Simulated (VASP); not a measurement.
# Ru (P6_3/mmc) in VASP: further runs

Runs on Ru. Level: LDA. Tasks: single point.

Program: VASP 6.6.1. These are calculated values, not measurements. Logs are shortened: lines on timing, memory, paths and dates and some standing lists are left out, and cuts for length are marked.

### Step 1. The cell of the first run

The structure is hexagonal, space group P6_3/mmc (No. 194). The conventional cell has a = 2.566 Å, b = 2.566 Å, c = 4.039 Å, α = 90.00°, β = 90.00°, γ = 120.00°. Within 3.3 Å of Ru (site symmetry -6m2) lie 12 Ru at 2.50 to 2.57 Å.

### Step 2. Single point, LDA, collinear spin, ferromagnetic start (volume scaled by 0.88)

The input, INCAR:

```
SYSTEM = Ru
ALGO = Normal
EDIFF = 1E-6
ENCUT = 520
ISIF = 2
ISMEAR = -1
ISPIN = 2
LASPH = .True.
LCHARG = .True.
LELF = .True.
LMAXMIX = 4
LORBIT = 11
LREAL = .False.
LVHAR = .True.
LWAVE = .False.
MAGMOM = 1 1
NBANDS = 25
NELM = 150
PREC = Accurate
SIGMA = 0.05
```

The input, KPOINTS:

```
k-points
0
Gamma
  22 22 12
  0 0 0
```

The input, POSCAR:

```
Ru
1.0
    2.5661291305      0.0000000000      0.0000000000
   -1.2830645652      2.2223330165      0.0000000000
    0.0000000000      0.0000000000      4.0393564265
Ru
2
Direct
    0.3333333333      0.6666666667      0.2500000000
    0.6666666667      0.3333333333      0.7500000000
```

Potentials or basis: VASP PAW LDA potentials, release 64 (Ru_pv).

Launch:

```sh
cat potpaw_LDA.64/Ru_pv/POTCAR > POTCAR
mpirun -np 1 vasp_std > vasp.out
```

OUTCAR:

```text
SYSTEM = Ru
   EDIFF = 1E-6
   ENCUT = 520
   ISIF = 2
   ISMEAR = -1
   ISPIN = 2
   LASPH = .True.
   LORBIT = 11
   LREAL = .False.
   NELM = 150
   PREC = Accurate

 ion  position               nearest neighbor table
   1  0.333  0.667  0.250-   2 2.50   2 2.50   2 2.50   2 2.50   2 2.50   2 2.50
   2  0.667  0.333  0.750-   1 2.50   1 2.50   1 2.50   1 2.50   1 2.50   1 2.50

  LATTYP: Found a hexagonal cell.
 ALAT       =     2.5661291305
 C/A-ratio  =     1.5741048954

  Lattice vectors:

 A1 = (   2.5661291305,   0.0000000000,   0.0000000000)
 A2 = (  -1.2830645652,   2.2223330165,   0.0000000000)
 A3 = (   0.0000000000,   0.0000000000,   4.0393564265)

Analysis of symmetry for initial positions (statically):
=====================================================================
 Subroutine PRICEL returns:
 Original cell was already a primitive cell.

 Routine SETGRP: Setting up the symmetry group for a
 hexagonal supercell.

 Subroutine GETGRP returns: Found 24 space group operations
 (whereof 12 operations were pure point group operations)
 out of a pool of 24 trial point group operations.

The static configuration has the point symmetry D_3d.
 The point group associated with its full space group is D_6h.

Analysis of symmetry for dynamics (positions and initial velocities):
=====================================================================
 Subroutine PRICEL returns:
 Original cell was already a primitive cell.

 Routine SETGRP: Setting up the symmetry group for a
 hexagonal supercell.

 Subroutine GETGRP returns: Found 24 space group operations
 (whereof 12 operations were pure point group operations)
 out of a pool of 24 trial point group operations.

The dynamic configuration has the point symmetry D_3d.
 The point group associated with its full space group is D_6h.

Analysis of structural, dynamic, and magnetic symmetry:
=====================================================================
 Subroutine PRICEL returns:
 Original cell was already a primitive cell.

 Routine SETGRP: Setting up the symmetry group for a
 hexagonal supercell.

 Subroutine GETGRP returns: Found 24 space group operations
 (whereof 12 operations were pure point group operations)
 out of a pool of 24 trial point group operations.

The overall configuration has the point symmetry D_3d.
 The point group associated with its full space group is D_6h.

 Subroutine INISYM returns: Found 24 space group operations
 (whereof 12 operations are pure point group operations),
 and found     1 'primitive' translations

----------------------------------------------------------------------------------------

                                     Primitive cell

  volume of cell :      23.0356

  direct lattice vectors                    reciprocal lattice vectors
     2.566129130  0.000000000  0.000000000     0.389692003  0.224988783  0.000000000
    -1.283064565  2.222333016  0.000000000     0.000000000  0.449977565  0.000000000
     0.000000000  0.000000000  4.039356427     0.000000000  0.000000000  0.247564190

  length of vectors
     2.566129130  2.566129131  4.039356427     0.449977565  0.449977565  0.247564190

  position of ions in fractional coordinates (direct lattice)
     0.333333333  0.666666667  0.250000000
     0.666666667  0.333333333  0.750000000

  ion indices of the primitive-cell ions
   primitive index   ion index
                 1           1
                 2           2

----------------------------------------------------------------------------------------

 KPOINTS: k-points

Automatic generation of k-mesh.
 Grid dimensions read from file:
 generate k-points for:   22   22   12

 Generating k-lattice:

  Cartesian coordinates                     Fractional coordinates (reciprocal lattice)
     0.017713273  0.010226763  0.000000000     0.045454545  0.000000000  0.000000000
     0.000000000  0.020453526  0.000000000     0.000000000  0.045454545  0.000000000
     0.000000000  0.000000000  0.020630349     0.000000000  0.000000000  0.083333333

  Length of vectors
     0.020453526  0.020453526  0.020630349

  Shift w.r.t. Gamma in fractional coordinates (k-lattice)
     0.000000000  0.000000000  0.000000000

 Subroutine IBZKPT returns following result:
 ===========================================

 Found    364 irreducible k-points:

 Following reciprocal coordinates:
            Coordinates               Weight
  0.000000  0.000000  0.000000      1.000000
  0.045455 -0.000000  0.000000      6.000000
  0.090909 -0.000000  0.000000      6.000000
  0.136364 -0.000000  0.000000      6.000000
  0.181818  0.000000  0.000000      6.000000
  0.227273  0.000000  0.000000      6.000000
[... 16 lines left out ...]
  0.090909  0.090909  0.000000      6.000000
  0.136364  0.090909  0.000000     12.000000
 [... further k-points ...]
   k-points           NKPTS =    364   k-points in BZ     NKDIM =    364   number of bands    NBANDS=     25
   number of dos      NEDOS =    301   number of ions     NIONS =      2
   total plane-waves  NPLWV =  12000
   dimension x,y,z NGX =    20 NGY =   20 NGZ =   30
   dimension x,y,z NGXF=    40 NGYF=   40 NGZF=   60
   ions per type =               2
   NGX,Y,Z   is equivalent  to a cutoff of  12.96, 12.96, 12.35 a.u.
   NGXF,Y,Z  is equivalent  to a cutoff of  25.91, 25.91, 24.69 a.u.
 SYSTEM =  Ru
   PREC   = accura    normal or accurate (medium, high low for compatibility)
   ISTART =      0    job   : 0-new  1-cont  2-samecut
   ICHARG =      2    charge: 1-file 2-atom 10-const
   ISPIN  =      2    spin polarized calculation?
   LNONCOLLINEAR =      F non collinear calculations
   LSORBIT =      F    spin-orbit coupling
   LASPH  =      T    aspherical Exc in radial PAW
   ENCUT  =  520.0 eV  38.22 Ry    6.18 a.u.   4.77  4.77  7.51*2*pi/ulx,y,z
   NELM   =    150;   NELMIN=  2; NELMDL= -5     # of ELM steps
   EDIFF  = 0.1E-05   stopping-criterion for ELM
   LREAL  =      F    real-space projection
   EDIFFG = 0.1E-04   stopping-criterion for IOM
   NSW    =      0    number of steps for IOM
   IBRION =     -1    ionic relax: 0-MD 1-quasi-New 2-CG
   NFREE  =      0    steps in history (QN), initial steepest desc. (CG)
   ISIF   =      2    stress and relaxation
   ISYM   =      2    0-nonsym 1-usesym 2-fastsym
   POTIM  = 0.5000    time-step for ionic-motion
   TEBEG  =    0.0;   TEEND  =   0.0 temperature during run
   PSTRESS=    0.0 pullay stress
   NELECT =      28.0000    total number of electrons
   NUPDOWN=      -1.0000    fix difference up-down
   EMIN   =  10.00;   EMAX   =-10.00  energy-range for DOS
   EFERMI =   0.00;   METHOD = LEGACY
   ISMEAR =    -1;   SIGMA  =   0.05  broadening in eV -4-tet -1-fermi 0-gaus
   EFERMI_NEDOS =   21; number of points for ismear=-14 and -15
   IALGO  =     38    algorithm
   IMIX   =      4    mixing-type and parameters
     AMIX     =   0.40;   BMIX     =  1.00
     AMIX_MAG =   1.60;   BMIX_MAG =  1.00
  volume/ion in A,a.u.               =      11.52        77.73
  Fermi-wavevector in a.u.,A,eV,Ry     =   1.747139  3.301615 41.531732  3.052496
  Thomas-Fermi vector in A             =   2.818498
   LORBIT       =     11    0 simple, 1 ext, 2 COOP (PROOUT), +10 PAW based schemes
   GGA     = CA    functional components
   LHFCALC =     F    Hartree Fock is set to
   AEXX    =    0.0000 exact exchange contribution
   IVDW    =     0    specifies the selected vdW correction
   LEPSILON=     F    determine dielectric tensor
   LRPA    =     F    only Hartree local field effects (RPA)
 spin polarized calculation
  energy-cutoff  :      520.00
  volume of cell :       23.04
 maximum number of plane-waves:       640
 NGX is ok and might be reduce to    20
   NGX =  9   NGY =  9   NGZ = 15

 number of electron      28.0000012 magnetization       0.0000665

 number of electron      28.0000012 magnetization      -0.0000090

 Free energy of the ion-electron system (eV)
  ---------------------------------------------------
  ext. energy  EPLUGINS =         0.00000000
  ---------------------------------------------------
  free energy    TOTEN  =       -20.81832112 eV

  energy without entropy =      -20.80934811  energy(sigma->0) =      -20.81383462

 E-fermi :  15.9919     XC(G=0): -15.4107

 val. band max:       15.9898605754   @ k =   0.0455  -0.0000   0.1667
 cond. band min:      16.0001646095   @ k =   0.3182   0.0455   0.2500
 fundamental gap:      0.0103040342
 Fermi energy:        15.9919447828

 spin component 1

 k-point     1 :       0.0000    0.0000    0.0000
  band No.  band energies     occupation
      1     -28.2893      1.00000
      2     -26.6767      1.00000
      3     -26.6767      1.00000
      4     -26.3853      1.00000
      5     -26.3853      1.00000
      6     -26.3028      1.00000
[... 17 lines left out ...]
     24      34.6959      0.00000
     25      40.1712      0.00000
[... 621 lines left out ...]
      3     -26.9487      1.00000
      4     -26.7227      1.00000
      5     -26.4739      1.00000
      6     -26.4117      1.00000
[... 17 lines left out ...]
     24      35.4404      0.00000
     25      35.5289      0.00000

 [... further k-points ...]

 spin component 2

 k-point     1 :       0.0000    0.0000    0.0000
  band No.  band energies     occupation
      1     -28.2893      1.00000
      2     -26.6767      1.00000
      3     -26.6767      1.00000
      4     -26.3853      1.00000
      5     -26.3853      1.00000
      6     -26.3028      1.00000
[... 17 lines left out ...]
     24      34.6959      0.00000
     25      40.1712      0.00000
[... 621 lines left out ...]
      3     -26.9487      1.00000
      4     -26.7227      1.00000
      5     -26.4739      1.00000
      6     -26.4117      1.00000
[... 17 lines left out ...]
     24      35.4404      0.00000
     25      35.5288      0.00000

 [... further k-points ...]
[... 5 lines left out ...]
  --------------------------------------------------------------------------------------
  -------------------------------------------------------------------------------------
  Total        9.1046320      9.1046320     10.0057643      0.0000000      0.0000000      0.0000000
  in kB      633.2470252    633.2470252    695.9227449      0.0000000      0.0000000      0.0000000
  external PRESSURE =     654.1389318 kB  Pullay stress =       0.0000000 kB

 VOLUME and BASIS-vectors are now :
 -----------------------------------------------------------------------------
  energy-cutoff  :      520.00
  volume of cell :       23.04
      direct lattice vectors                 reciprocal lattice vectors
     2.566129130  0.000000000  0.000000000     0.389692003  0.224988783  0.000000000
    -1.283064565  2.222333016  0.000000000     0.000000000  0.449977565  0.000000000
     0.000000000  0.000000000  4.039356427     0.000000000  0.000000000  0.247564190

 POSITION                                       TOTAL-FORCE (eV/Angst)
 -----------------------------------------------------------------------------------
     -0.00000      1.48156      1.00984         0.000000      0.000000      0.000000
      1.28306      0.74078      3.02952        -0.000000     -0.000000      0.000000
 -----------------------------------------------------------------------------------
    total drift:                               -0.000000      0.000000     -0.000000

  FREE ENERGIE OF THE ION-ELECTRON SYSTEM (eV)
  ---------------------------------------------------
  free  energy   TOTEN  =       -20.8183211168 eV

  energy  without entropy=      -20.8093481148  energy(sigma->0) =      -20.81383462

 total charge

# of ion       s       p       d       tot
------------------------------------------
    1        0.480   6.433   6.180  13.093
    2        0.480   6.433   6.180  13.093
--------------------------------------------------
tot          0.959  12.866  12.361  26.186

 magnetization (x)

# of ion       s       p       d       tot
------------------------------------------
    1        0.000   0.000   0.000   0.000
    2        0.000   0.000   0.000   0.000
--------------------------------------------------
tot          0.000   0.000   0.000   0.000
```

Wall time 3.5 min (1 thread of Intel Xeon Platinum 8488C (Sapphire Rapids), shared host); peak memory 0.35 GiB.

Results:

```yaml
Free_energy: -20.8183 eV
Pressure: 65.4 GPa
Band_gap_on_the_k_mesh: zero (filled and empty bands overlap)
Net_moment: 0.00 μB per cell
Valence_electrons_inside_the_program's_atomic_spheres: Ru 13.09
```

Caveat: the cell differs from its parent crystal (volume scaled by 0.88).

### Step 3. Single point, LDA, collinear spin, ferromagnetic start

This run uses another cell than the first one, of 13.09 Å³/atom, 1.136 times its volume.

The input, INCAR:

```
SYSTEM = Ru
PREC = Accurate
ENCUT = 520
EDIFF = 1E-6
ISMEAR = -1
SIGMA = 0.05
LREAL = .False.
LASPH = .True.
NELM = 150
ALGO = Normal
ISIF = 2
LWAVE = .False.
LCHARG = .False.
ISPIN = 2
MAGMOM = 1 1
LORBIT = 11
LMAXMIX = 4
NBANDS = 25
```

The input, KPOINTS:

```
Automatic mesh
0
Gamma
  22 22 12
  0 0 0
```

The input, POSCAR:

```
Ru
1.0
    2.6778378926      0.0000000000      0.0000000000
   -1.3389189463      2.3190756422      0.0000000000
    0.0000000000      0.0000000000      4.2151977358
Ru
2
Direct
    0.3333333333      0.6666666667      0.2500000000
    0.6666666667      0.3333333333      0.7500000000
```

Potentials or basis: VASP PAW LDA potentials, release 64 (Ru_pv).

Launch:

```sh
cat potpaw_LDA.64/Ru_pv/POTCAR > POTCAR
mpirun -np 1 vasp_std > vasp.out
```

Run time: 3.2 min. Hardware: 1 thread of Intel Xeon Platinum 8488C (Sapphire Rapids), shared host; peak memory 0.38 GiB.

Results (log left out):

```
Free energy                                           : -21.3996 eV
Pressure                                              : 1.0 GPa
Band gap on the k mesh                                : zero (filled and empty bands overlap)
Net moment                                            : 0.00 μB per cell
Valence electrons inside the program's atomic spheres : Ru 12.75
```

Stress tensor (GPa, compression positive):
```
0.49 0.00 0.00
0.00 0.49 0.00
0.00 0.00 1.94
```

Levels at points of the mesh, in eV from the Fermi level:
Spin up:
```
           k point  band 11  band 12  band 13  band 14  band 15  band 16  band 17  band 18
(0.00, 0.00, 0.00)    -2.53    -2.04    -2.04    -1.53    -1.53     1.25     1.25     1.39
(0.50, 0.00, 0.00)    -2.16    -1.88    -1.59     1.49     1.95     2.07     4.27     6.36
(0.00, 0.00, 0.50)    -2.96    -2.96    -2.82    -2.82     0.58     0.58     0.58     0.58
(0.50, 0.00, 0.50)    -1.16    -1.16     0.46     0.46     1.77     1.77     3.53     3.53
```
Spin down:
```
           k point  band 11  band 12  band 13  band 14  band 15  band 16  band 17  band 18
(0.00, 0.00, 0.00)    -2.53    -2.04    -2.04    -1.53    -1.53     1.25     1.25     1.39
(0.50, 0.00, 0.00)    -2.16    -1.88    -1.59     1.49     1.95     2.07     4.27     6.36
(0.00, 0.00, 0.50)    -2.96    -2.96    -2.82    -2.82     0.58     0.58     0.58     0.58
(0.50, 0.00, 0.50)    -1.16    -1.16     0.46     0.46     1.77     1.77     3.53     3.53
```
